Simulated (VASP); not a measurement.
Crystal: BeTe.

```
CELL_PARAMETERS angstrom
0.00000 2.82862 2.82862
2.82862 0.00000 2.82862
2.82862 2.82862 0.00000
ATOMIC_POSITIONS crystal
Be 0.00000 0.00000 0.00000
Te 0.25000 0.25000 0.25000
```

Base run:

* Program: VASP 6.6.1
* Functional: LDA
* Potentials or basis: VASP PAW LDA potentials, release 64 (Be, Te)
* Cutoff: 520 eV
* k mesh: 8 × 8 × 8
* Occupations: gaussian, width 0.01 eV
* Spin: no spin polarisation

Its results: band gap on the k mesh 1.90 eV, indirect (least direct gap 3.59 eV); pressure -2.9 GPa.

Task: The run is repeated on the same cell with these changes: functional from LDA to r2SCAN; potentials or basis from VASP PAW LDA potentials, release 64 (Be, Te) to VASP PAW PBE potentials, release 64 (Be, Te). What comes out?

Result: Band gap on the k mesh 2.37 eV, indirect (least direct gap 4.03 eV); pressure 0.2 GPa.

Caveats: spin-orbit coupling is left out, which moves the levels of the heavy elements; the PAW data sets were made with another functional, which shifts forces and pressure a little (some runs).

A k mesh can miss the band edges.
